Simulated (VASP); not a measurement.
# AlNi (P1) in VASP: single point with PBE

Aim: the single point of AlNi with PBE.

Everything below comes from runs of VASP 6.6.1. Logs are shortened: lines on timing, memory, paths and dates and some standing lists are left out, and cuts for length are marked.

**1. The cell of the first run**

The typed cell holds 4 atoms: a = 2.893 Å, b = 2.893 Å, c = 5.786 Å, α = 90.00°, β = 90.00°, γ = 90.00°.

**2. Single point, PBE (atom 2 moved 0.15 Å)**

Contents of INCAR:

```
PREC     = Accurate       # precision mode
ENCUT    = 520            # plane-wave cutoff, eV
EDIFF    = 1E-6           # SCF threshold, eV
ISMEAR   = 0              # smearing method
SIGMA    = 0.15           # smearing width, eV
LREAL    = F              # projectors in reciprocal space
LASPH    = T              # aspherical terms in the spheres
NELM     = 80             # most SCF steps
ALGO     = Fast           # electronic algorithm
ISIF     = 2              # what is computed and relaxed
LWAVE    = F              # write WAVECAR
LCHARG   = F              # write CHGCAR
GGA      = PE             # functional
NBANDS   = 21             # bands
```

Contents of KPOINTS:

```
regular mesh
0
Gamma
  12 12 6
```

Contents of POSCAR:

```
AlNi
1.0
    2.8930835342      0.0000000000      0.0000000000
    0.0000000000      2.8930835342      0.0000000000
    0.0000000000      0.0000000000      5.7861670685
Al Ni
2 2
Direct
   -0.0014068568     -0.0115715065      0.4971656966
    0.0042205705      0.0347145194      0.0085029102
    0.4985931432      0.4884284935      0.2471656966
    0.4985931432      0.4884284935      0.7471656966
```

Potentials or basis: VASP PAW PBE potentials, release 64 (Al, Ni).

Run with:

```
$ cat potpaw_PBE.64/Al/POTCAR potpaw_PBE.64/Ni/POTCAR > POTCAR
$ mpirun -np 1 vasp_std > vasp.out
```

OUTCAR:

```text
PREC = Accurate
   ENCUT = 520
   EDIFF = 1E-6
   ISMEAR = 0
   LREAL = F
   LASPH = T
   NELM = 80
   ISIF = 2
   GGA = PE

 ion  position               nearest neighbor table
   1  0.999  0.988  0.497-   3 2.51   4 2.51   3 2.51   4 2.51   3 2.51   4 2.51   3 2.51   4 2.51
                             2 2.83   2 2.96
   2  0.004  0.035  0.009-   3 2.38   3 2.40   4 2.46   4 2.48   3 2.54   3 2.56   4 2.61   4 2.63
                             1 2.83   1 2.96
   3  0.499  0.488  0.247-   2 2.38   2 2.40   1 2.51   1 2.51   1 2.51   1 2.51   2 2.54   2 2.56
                             4 2.89   4 2.89
   4  0.499  0.488  0.747-   2 2.46   2 2.48   1 2.51   1 2.51   1 2.51   1 2.51   2 2.61   2 2.63
                             3 2.89   3 2.89

  LATTYP: Found a simple tetragonal cell.
 ALAT       =     2.8930835342
 C/A-ratio  =     2.0000000000

  Lattice vectors:

 A1 = (   2.8930835342,   0.0000000000,   0.0000000000)
 A2 = (   0.0000000000,   2.8930835342,   0.0000000000)
 A3 = (   0.0000000000,   0.0000000000,   5.7861670685)

Analysis of symmetry for initial positions (statically):
=====================================================================
 Subroutine PRICEL returns:
 Original cell was already a primitive cell.

 Routine SETGRP: Setting up the symmetry group for a
 simple tetragonal supercell.

 Subroutine GETGRP returns: Found  1 space group operations
 (whereof  1 operations were pure point group operations)
 out of a pool of 16 trial point group operations.

The static configuration has the point symmetry C_1 .

Analysis of symmetry for dynamics (positions and initial velocities):
=====================================================================
 Subroutine PRICEL returns:
 Original cell was already a primitive cell.

 Routine SETGRP: Setting up the symmetry group for a
 simple tetragonal supercell.

 Subroutine GETGRP returns: Found  1 space group operations
 (whereof  1 operations were pure point group operations)
 out of a pool of 16 trial point group operations.

The dynamic configuration has the point symmetry C_1 .

 Subroutine INISYM returns: Found  1 space group operations
 (whereof  1 operations are pure point group operations),
 and found     1 'primitive' translations

----------------------------------------------------------------------------------------

                                     Primitive cell

  volume of cell :      48.4298

  direct lattice vectors                    reciprocal lattice vectors
     2.893083534  0.000000000  0.000000000     0.345651962  0.000000000  0.000000000
     0.000000000  2.893083534  0.000000000     0.000000000  0.345651962  0.000000000
     0.000000000  0.000000000  5.786167069     0.000000000  0.000000000  0.172825981

  length of vectors
     2.893083534  2.893083534  5.786167069     0.345651962  0.345651962  0.172825981

  position of ions in fractional coordinates (direct lattice)
     0.998593143  0.988428494  0.497165697
     0.004220571  0.034714519  0.008502910
     0.498593143  0.488428494  0.247165697
     0.498593143  0.488428494  0.747165697

  ion indices of the primitive-cell ions
   primitive index   ion index
                 1           1
                 2           2
                 3           3
                 4           4

----------------------------------------------------------------------------------------

 KPOINTS: regular mesh

Automatic generation of k-mesh.
 Grid dimensions read from file:
 generate k-points for:   12   12    6

 Generating k-lattice:

  Cartesian coordinates                     Fractional coordinates (reciprocal lattice)
     0.028804330  0.000000000  0.000000000     0.083333333  0.000000000  0.000000000
     0.000000000  0.028804330  0.000000000     0.000000000  0.083333333  0.000000000
     0.000000000  0.000000000  0.028804330     0.000000000  0.000000000  0.166666667

  Length of vectors
     0.028804330  0.028804330  0.028804330

  Shift w.r.t. Gamma in fractional coordinates (k-lattice)
     0.000000000  0.000000000  0.000000000

 Subroutine IBZKPT returns following result:
 ===========================================

 Found    436 irreducible k-points:

 Following reciprocal coordinates:
            Coordinates               Weight
  0.000000  0.000000  0.000000      1.000000
  0.083333  0.000000  0.000000      2.000000
  0.000000  0.083333  0.000000      2.000000
  0.166667  0.000000  0.000000      2.000000
  0.000000  0.166667  0.000000      2.000000
  0.250000  0.000000  0.000000      2.000000
[... 16 lines left out ...]
  0.083333  0.250000  0.000000      2.000000
  0.333333  0.083333  0.000000      2.000000
 [... further k-points ...]
   k-points           NKPTS =    436   k-points in BZ     NKDIM =    436   number of bands    NBANDS=     21
   number of dos      NEDOS =    301   number of ions     NIONS =      4
   total plane-waves  NPLWV =  27648
   dimension x,y,z NGX =    24 NGY =   24 NGZ =   48
   dimension x,y,z NGXF=    48 NGYF=   48 NGZF=   96
   ions per type =               2   2
   NGX,Y,Z   is equivalent  to a cutoff of  13.79, 13.79, 13.79 a.u.
   NGXF,Y,Z  is equivalent  to a cutoff of  27.58, 27.58, 27.58 a.u.
 SYSTEM =  unknown system
   PREC   = accura    normal or accurate (medium, high low for compatibility)
   ISTART =      0    job   : 0-new  1-cont  2-samecut
   ICHARG =      2    charge: 1-file 2-atom 10-const
   ISPIN  =      1    spin polarized calculation?
   LNONCOLLINEAR =      F non collinear calculations
   LSORBIT =      F    spin-orbit coupling
   LASPH  =      T    aspherical Exc in radial PAW
   ENCUT  =  520.0 eV  38.22 Ry    6.18 a.u.   5.38  5.38 10.76*2*pi/ulx,y,z
   NELM   =     80;   NELMIN=  2; NELMDL= -5     # of ELM steps
   EDIFF  = 0.1E-05   stopping-criterion for ELM
   LREAL  =      F    real-space projection
   EDIFFG = 0.1E-04   stopping-criterion for IOM
   NSW    =      0    number of steps for IOM
[... 5 lines left out ...]
   TEBEG  =    0.0;   TEEND  =   0.0 temperature during run
   PSTRESS=    0.0 pullay stress
   NELECT =      26.0000    total number of electrons
   NUPDOWN=      -1.0000    fix difference up-down
   EMIN   =  10.00;   EMAX   =-10.00  energy-range for DOS
   EFERMI =   0.00;   METHOD = LEGACY
   ISMEAR =     0;   SIGMA  =   0.15  broadening in eV -4-tet -1-fermi 0-gaus
   EFERMI_NEDOS =   21; number of points for ismear=-14 and -15
   IALGO  =     68    algorithm
   IMIX   =      4    mixing-type and parameters
     AMIX     =   0.40;   BMIX     =  1.00
     AMIX_MAG =   1.60;   BMIX_MAG =  1.00
  volume/ion in A,a.u.               =      12.11        81.71
  Fermi-wavevector in a.u.,A,eV,Ry     =   1.330541  2.514358 24.086934  1.770340
  Thomas-Fermi vector in A             =   2.459620
   LORBIT       =      0    0 simple, 1 ext, 2 COOP (PROOUT), +10 PAW based schemes
   GGA     = PE    functional components
   LHFCALC =     F    Hartree Fock is set to
   AEXX    =    0.0000 exact exchange contribution
   IVDW    =     0    specifies the selected vdW correction
   LEPSILON=     F    determine dielectric tensor
   LRPA    =     F    only Hartree local field effects (RPA)
 non-spin polarized calculation
 RMM-DIIS sequential band-by-band and
 Gauss-broadening in eV      SIGMA  =   0.15
  energy-cutoff  :      520.00
  volume of cell :       48.43
 maximum number of plane-waves:      1328
 NGX is ok and might be reduce to    24
   NGX = 11   NGY = 11   NGZ = 21

 number of electron      26.0000000 magnetization

 Free energy of the ion-electron system (eV)
  ---------------------------------------------------
  ext. energy  EPLUGINS =         0.00000000
  ---------------------------------------------------
  free energy    TOTEN  =       -21.00683116 eV

  energy without entropy =      -20.98694456  energy(sigma->0) =      -20.99688786

 E-fermi :   9.8841     XC(G=0): -11.9850

 val. band max:        9.8256927586   @ k =   0.2500  -0.2500   0.1667
 cond. band min:       9.8854957604   @ k =  -0.3333   0.1667   0.0000
 fundamental gap:      0.0598030018
 Fermi energy:         9.8841437253

 k-point     1 :       0.0000    0.0000    0.0000
  band No.  band energies     occupation
      1      -1.1907      2.00000
      2       2.9775      2.00000
      3       3.1672      2.00000
      4       6.6630      2.00000
      5       6.6817      2.00000
      6       7.1639      2.00000
[... 13 lines left out ...]
     20      19.8216      0.00000
     21      19.8696      0.00000

 k-point     2 :       0.0833    0.0000    0.0000
  band No.  band energies     occupation
      1      -1.0640      2.00000
      2       3.0592      2.00000
      3       3.2907      2.00000
      4       6.6542      2.00000
      5       6.7099      2.00000
      6       7.1894      2.00000
[... 13 lines left out ...]
     20      19.0291      0.00000
     21      20.0669      0.00000

 k-point     3 :       0.0000    0.0833    0.0000
  band No.  band energies     occupation
      1      -1.0641      2.00000
      2       3.0595      2.00000
      3       3.2904      2.00000
      4       6.6598      2.00000
      5       6.7039      2.00000
      6       7.1894      2.00000
[... 13 lines left out ...]
     20      19.0463      0.00000
     21      20.0169      0.00000
[... 457 lines left out ...]
 k-point    23 :       0.0833    0.2500    0.0000
  band No.  band energies     occupation
      1       0.0565      2.00000
      2       3.7276      2.00000
      3       4.3635      2.00000
      4       6.3320      2.00000
      5       6.8985      2.00000
      6       7.2083      2.00000
[... 13 lines left out ...]
     20      19.3198      0.00000
     21      20.1218      0.00000

 k-point    24 :       0.3333    0.0833    0.0000
  band No.  band energies     occupation
      1       0.9036      2.00000
      2       4.1417      2.00000
      3       5.1318      2.00000
      4       5.5953      2.00000
      5       7.0143      2.00000
      6       7.0410      2.00000
[... 13 lines left out ...]
     20      19.8298      0.00000
     21      21.0644      0.00000

 [... further k-points ...]

------------------------ aborting loop because EDIFF is reached ----------------------------------------

  FORCE on cell =-STRESS in cart. coord.  units (eV):
  Direction    XX          YY          ZZ          XY          YZ          ZX
  --------------------------------------------------------------------------------------
  -------------------------------------------------------------------------------------
  Total        0.3079012      0.1510834      0.2972583      0.0486034      0.1736359      0.0225802
  in kB       10.1861274      4.9982089      9.8340337      1.6079188      5.7443007      0.7470084
  external PRESSURE =       8.3394567 kB  Pullay stress =       0.0000000 kB

 VOLUME and BASIS-vectors are now :
 -----------------------------------------------------------------------------
  energy-cutoff  :      520.00
  volume of cell :       48.43
      direct lattice vectors                 reciprocal lattice vectors
     2.893083534  0.000000000  0.000000000     0.345651962  0.000000000  0.000000000
     0.000000000  2.893083534  0.000000000     0.000000000  0.345651962  0.000000000
     0.000000000  0.000000000  5.786167069     0.000000000  0.000000000  0.172825981

 POSITION                                       TOTAL-FORCE (eV/Angst)
 -----------------------------------------------------------------------------------
      2.88901      2.85961      2.87668         0.008045      0.065181      0.225636
      0.01221      0.10043      0.04920        -0.107997     -0.834892     -0.622310
      1.44247      1.41306      1.43014         0.059997      0.461959      0.291419
      1.44247      1.41306      4.32323         0.039954      0.307752      0.105255
 -----------------------------------------------------------------------------------
    total drift:                                0.000243      0.000262      0.000724

  FREE ENERGIE OF THE ION-ELECTRON SYSTEM (eV)
  ---------------------------------------------------
  free  energy   TOTEN  =       -21.0068311575 eV

  energy  without entropy=      -20.9869445620  energy(sigma->0) =      -20.99688786
```

It took 5.8 min on 1 thread of Intel Xeon Platinum 8488C (Sapphire Rapids), shared host; peak memory 0.48 GiB.

What came out:

```
Free energy            : -21.0068 eV
Pressure               : 0.8 GPa
Largest force          : 1.047 eV/Å
Band gap on the k mesh : zero (bands 13 and 14 overlap by 2.79 eV)
```

Forces in eV/Å, atoms in the order of the input:
```
Al   0.008  0.065  0.226
Al  -0.108 -0.835 -0.622
Ni   0.060  0.462  0.291
Ni   0.040  0.308  0.105
```

Caveat: the cell differs from its parent crystal (atom 2 moved 0.15 Å); forces of over 1 eV/Å act on the atoms, so gaps and moduli don't describe the material at rest.

The gap in the log of VASP goes by the Fermi energy; the results here count the filled bands.